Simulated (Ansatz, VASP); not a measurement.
**C: VASP beside Ansatz**

```
C
1.0
     0.00000    1.74202    1.74202
     1.74202    0.00000    1.74202
     1.74202    1.74202    0.00000
C
2
Direct
  0.50000 0.50000 0.50000
  0.75000 0.75000 0.75000
```

Alike in both runs: task single point; functional LDA; k mesh 13 × 13 × 13; occupations fermi-dirac, width 0.05 eV; no spin polarisation.

```csv
,VASP,Ansatz
version,VASP 6.6.1,Ansatz 0.2.0
potentials or method,"VASP PAW LDA potentials, release 64 (C_h), cutoff 910 eV","plane waves (420 eV) with PAW, scalar-relativistic"
valence electrons in the cell,8,8
```

```csv
,VASP,Ansatz,Ansatz less VASP
gap on the k mesh at the Fermi level (eV),4.28,4.28,+0.003
```

Ansatz warns that its potentials were made for another functional, while VASP's fit it. LDA's correlation is that of Perdew and Zunger in VASP and of Perdew and Wang (1992) in Ansatz.

Noted on VASP's run: the cutoff is short for stress, so the pressure is rough.
